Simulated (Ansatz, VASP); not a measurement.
# LiCl: VASP beside Ansatz

```xyz
2
Lattice="0.0000 2.5648 2.5648 2.5648 0.0000 2.5648 2.5648 2.5648 0.0000" Properties=species:S:1:pos:R:3 pbc="T T T"
Cl    2.5648    2.5648    2.5648
Li    0.0000    0.0000    0.0000
```

Alike in both runs: task relaxation of cell and atoms; functional PBEsol; k mesh 9 × 9 × 9; occupations fermi-dirac, width 0.05 eV; no spin polarisation.

```csv
,VASP,Ansatz
version,VASP 6.6.1,Ansatz 0.2.0
potentials or method,"VASP PAW PBE potentials, release 64 (Cl, Li_sv), cutoff 600 eV","all-electron LAPW, scalar-relativistic"
```

VASP gave:

| Item | Value |
| --- | --- |
| relaxed volume (Å³/atom) | 16.26 |
| relaxed cell length with the largest relative difference (Å) | 3.583 |

**Question.** What did Ansatz give for the same quantities?

**Answer.** Relaxed volume (Å³/atom): 16.21; relaxed cell length with the largest relative difference (Å): 3.579.

VASP's potentials were made for PBE, not for PBEsol. Ansatz ran all-electron here, and VASP with PAW potentials.

Noted on VASP's run: the cutoff is short for stress, so the pressure is rough.
